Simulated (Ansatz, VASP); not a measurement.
## One calculation of MgO, two programs

File INCAR:

```
SYSTEM = MgO
PREC = Accurate
ENCUT = 520
EDIFF = 1E-7
ISMEAR = 0
SIGMA = 0.05
LREAL = .False.
LASPH = .True.
NELM = 100
ALGO = Normal
ISIF = 2
LWAVE = .False.
LCHARG = .False.
GGA = PE
NBANDS = 16
```

Contents of KPOINTS:

```
regular mesh
0
Gamma
  9 9 6
  0 0 0
```

POSCAR

```
MgO
1.0
    3.4700000000      0.0000000000      0.0000000000
   -1.7350000000      3.0051081511      0.0000000000
    0.0000000000      0.0000000000      5.1215474299
Mg O
2 2
Direct
    0.3333333333      0.6666666667      0.0063188013
    0.6666666667      0.3333333333      0.5063188013
    0.3333333333      0.6666666667      0.3982811987
    0.6666666667      0.3333333333      0.8982811987
```

Input for Ansatz:

```yaml
crystal:
  lattice:
    - [3.47, 0.0, 0.0]
    - [-1.735, 3.0051081511, 0.0]
    - [0.0, 0.0, 5.1215474299]
  atoms:
    - { symbol: Mg, position: [0.3333333333, 0.6666666667, 0.0063188013] }
    - { symbol: Mg, position: [0.6666666667, 0.3333333333, 0.5063188013] }
    - { symbol: O, position: [0.3333333333, 0.6666666667, 0.3982811987] }
    - { symbol: O, position: [0.6666666667, 0.3333333333, 0.8982811987] }
basis:
  ecutwfc: 520.0
kpoints:
  mp_grid: { grid: [9, 9, 6] }
hamiltonian:
  xc: pbe
  pseudopotentials: { kind: paw, azcp: { folder: soft_1 } }
scf:
  occupations: { method: gaussian, width: 0.05 }
output:
  forces: true
  stress: true
  eigenvalues: true
```

Alike in both runs: task single point; functional PBE; k mesh 9 × 9 × 6; occupations gaussian, width 0.05 eV; no spin polarisation.

```csv
,VASP,Ansatz
version,VASP 6.6.1,Ansatz 0.2.0
potentials or method,"VASP PAW PBE potentials, release 64 (Mg, O), cutoff 520 eV","scalar-relativistic, plane waves, PAW"
valence electrons in the cell,16,32
```

VASP gave:

| Quantity | Value |
| --- | --- |
| gap on the k mesh at the Fermi level (eV) | 2.86 |
| least direct gap on the mesh (eV) | 2.86 |
| pressure (GPa) | -9.2 |
| traceless stress, the component that is largest in VASP (GPa) | 4.91 |
| rms of the force components (eV/Å) | 0.148 |

Problem. What did Ansatz give for the same quantities?

Solution. gap on the k mesh at the Fermi level (eV): 2.88; least direct gap on the mesh (eV): 2.88; pressure (GPa): -8.8; traceless stress, the component that is largest in VASP (GPa): 4.83; rms of the force components (eV/Å): 0.147.

Atom by atom the forces differ by 0.001 eV/Å (rms over components). The functional is the same, so the differences come from potentials, cutoffs and numerics. VASP's potentials hold 16 valence electrons a cell and Ansatz's 32, so a difference there can come from the potentials and not from the codes.
